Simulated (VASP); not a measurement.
Write the native input for VASP 6.6.1 that does the following.

```
Task                   : single point
Functional             : PBE
Potentials or basis    : VASP PAW PBE potentials, release 64 (Hf_pv, Sn_d, S)
Cutoff                 : 520 eV
k mesh                 : 3 × 3 × 4
Occupations            : gaussian, width 0.1 eV
Spin                   : no spin polarisation
Dipole correction      : no
Further INCAR settings : ALGO = Normal; EDIFF = 1e-06; NBANDS = 58
```

The structure of Hf3SnS8 lies in POSCAR:

```
Hf3SnS8
1.0
    7.3492670000      0.0000000000      0.0000000000
   -3.6746335000      6.3646519000      0.0000000000
    0.0000000000      0.0000000000      6.8952221000
Hf Sn S
3 1 8
Direct
    0.0000000000      0.5000000000      0.0000000000
    0.5000000000      0.0000000000      0.0000000000
    0.5000000000      0.5000000000      0.0000000000
    0.0000000000      0.0000000000      0.0000000000
    0.1686025000      0.3372050000      0.2120260000
    0.1686025000      0.8313975000      0.2120260000
    0.6666667000      0.3333333000      0.2081780000
    0.6627950000      0.8313975000      0.2120260000
    0.3372050000      0.1686025000      0.7879740000
    0.3333333000      0.6666667000      0.7918220000
    0.8313975000      0.1686025000      0.7879740000
    0.8313975000      0.6627950000      0.7879740000
```

These files were run (other wordings do the same):

INCAR

```
SYSTEM = Hf3SnS8
ALGO = Normal ; EDIFF = 1E-6
ENCUT = 520 ; GGA = PE
ISIF = 2 ; ISMEAR = 0
LASPH = .TRUE. ; LCHARG = .FALSE.
LREAL = .FALSE. ; LWAVE = .FALSE.
NBANDS = 58 ; NELM = 60
PREC = Accurate ; SIGMA = 0.1
```

KPOINTS

```
k-points
0
G
  3 3 4
  0 0 0
```

Potentials or basis: VASP PAW PBE potentials, release 64 (Hf_pv, Sn_d, S).

Run with:

```console
$ cat potpaw_PBE.64/Hf_pv/POTCAR potpaw_PBE.64/Sn_d/POTCAR potpaw_PBE.64/S/POTCAR > POTCAR
$ mpirun -np 1 vasp_std > vasp.out
```

It gave:

```yaml
Pressure: -0.3 GPa
Largest_force: 0.062 eV/Å
Band_gap_on_the_k_mesh: 0.09 eV
```

Caveat: spin-orbit coupling is left out, which moves the levels of the heavy elements; an odd mesh through Γ misses points on the zone boundary, where band edges can lie; this functional lacks dispersion, which binds the layers, so the pressure and a relaxed spacing across them are unreliable.

Run time: 2.8 min on 1 thread of AMD EPYC 7R13 Processor (Zen 3) (shared host), peak memory 0.48 GiB.
